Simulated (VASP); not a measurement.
A run of VASP 6.6.1 is set up as follows.

File INCAR:

```
  PREC = Accurate
  ENCUT = 520
  EDIFF = 1E-7
  ISMEAR = 0
  SIGMA = 0.1
  LREAL = False
  LASPH = True
  NELM = 100
  ALGO = Normal
  ISIF = 2
  LWAVE = False
  LCHARG = False
  GGA = PE
  NBANDS = 30
```

File KPOINTS:

```
Automatic mesh
0
Gamma
  6 6 6
```

File POSCAR:

```
Ca3H2Pt
1.0
    3.7482053205      2.1640273507      3.6905292112
   -3.7482053205      2.1640273507      3.6905292112
    0.0000000000     -4.3280547015      3.6905292111
Ca H Pt
3 2 1
Direct
    0.0000000000      0.5000000000      0.0000000000
    0.5000000000      0.0000000000      0.0000000000
    0.0000000000      0.0000000000      0.5000000000
    0.7501290950      0.7501290950      0.7501290950
    0.2498709050      0.2498709050      0.2498709050
    0.0000000000      0.0000000000      0.0000000000
```

Potentials or basis: VASP PAW PBE potentials, release 64 (Ca_sv, H, Pt).

Launch:

```bash
$ cat potpaw_PBE.64/Ca_sv/POTCAR potpaw_PBE.64/H/POTCAR potpaw_PBE.64/Pt/POTCAR > POTCAR
$ mpirun -np 1 vasp_std > vasp.out
```

Q: Predict the largest force.

A: 0.008 eV/Å.

Q: What does it give for the pressure?

A: 0.0 GPa.

Q: Predict the band gap on the k mesh.

A: Zero (bands 21 and 22 overlap by 0.99 eV).

Forces in eV/Å, atoms in the order of the input:
```
Ca   0.000  0.000  0.000
Ca   0.000  0.000  0.000
Ca   0.000  0.000  0.000
H    0.000  0.000 -0.008
H    0.000  0.000  0.008
Pt   0.000  0.000  0.000
```

Caveat: spin-orbit coupling is left out, which moves the levels of the heavy elements.
